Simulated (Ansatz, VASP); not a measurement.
## W: VASP beside Ansatz

The input POSCAR:

```
W
1.0
    0.0000000000     -2.0300000000     -2.0300000000
    0.0000000000      2.0300000000     -2.0300000000
    4.0600000000      0.0000000000      0.0000000000
W
2
Direct
    0.5087082116      0.5000000000      0.5000000000
   -0.0087082116      0.0000000000      0.0000000000
```

Contents of INCAR.step1:

```
PREC = Accurate
ENCUT = 550
ISMEAR = 0
SIGMA = 0.15
LREAL = F
LASPH = T
NELM = 120
NBANDS = 21
GGA = PE
ALGO = Normal
EDIFF = 1E-5
LWAVE = T
LCHARG = F
GGA_COMPAT = F
```

File INCAR.step2:

```
PREC = Accurate
ENCUT = 550
EDIFF = 1E-6
ISMEAR = 0
SIGMA = 0.15
LREAL = F
LASPH = T
NELM = 120
ALGO = Normal
ISIF = 2
LWAVE = F
LCHARG = F
METAGGA = R2SCAN
LMIXTAU = T
NBANDS = 21
ISTART = 1
GGA_COMPAT = F
```

Contents of KPOINTS:

```
regular mesh
0
Gamma
  16 16 12
```

Input for Ansatz:

```yaml
crystal:
  lattice:
    - [0.0, -2.03, -2.03]
    - [0.0, 2.03, -2.03]
    - [4.06, 0.0, 0.0]
  atoms:
    - { symbol: W, position: [0.5087082116, 0.5, 0.5] }
    - { symbol: W, position: [-0.0087082116, 0.0, 0.0] }
basis:
  ecutwfc: 500
kpoints:
  mp_grid: { grid: [16, 16, 12] }
hamiltonian:
  xc: r2scan
scf:
  occupations: { method: gaussian, width: 0.15 }
output:
  forces: true
  stress: true
  eigenvalues: true
  write_density: true
  write_potential: true
  elf: true
  volumetric_format: npy
```

Change from the starting cell: mode 4 (92.5 1/cm) frozen in, largest displacement +0.025 Å.

Alike in both runs: task single point; functional r2SCAN; k mesh 16 × 16 × 12; occupations gaussian, width 0.15 eV; no spin polarisation.

```csv
,VASP,Ansatz
version,VASP 6.6.1,Ansatz 0.2.0
potentials or method,"VASP PAW PBE potentials, release 64 (W_sv), cutoff 550 eV","scalar-relativistic, plane waves, PAW"
valence electrons in the cell,28,28
```

Ansatz gave:

| Item | Value |
| --- | --- |
| gap on the k mesh at the Fermi level (eV) | none |
| pressure (GPa) | -8.8 |
| traceless stress, the component that is largest in VASP (GPa) | -0.43 |
| rms of the force components (eV/Å) | 0.082 |

**Question.** What did VASP give for the same quantities?

**Answer.** gap on the k mesh at the Fermi level (eV): none; pressure (GPa): -7.9; traceless stress, the component that is largest in VASP (GPa): -0.44; rms of the force components (eV/Å): 0.081.

VASP's potentials were made for PBE, not for r2SCAN. Atom by atom the forces differ by 0.000 eV/Å (rms over components). A gap of «none» marks a metal or a gap that the smearing closes.

Spin-orbit coupling is off throughout.
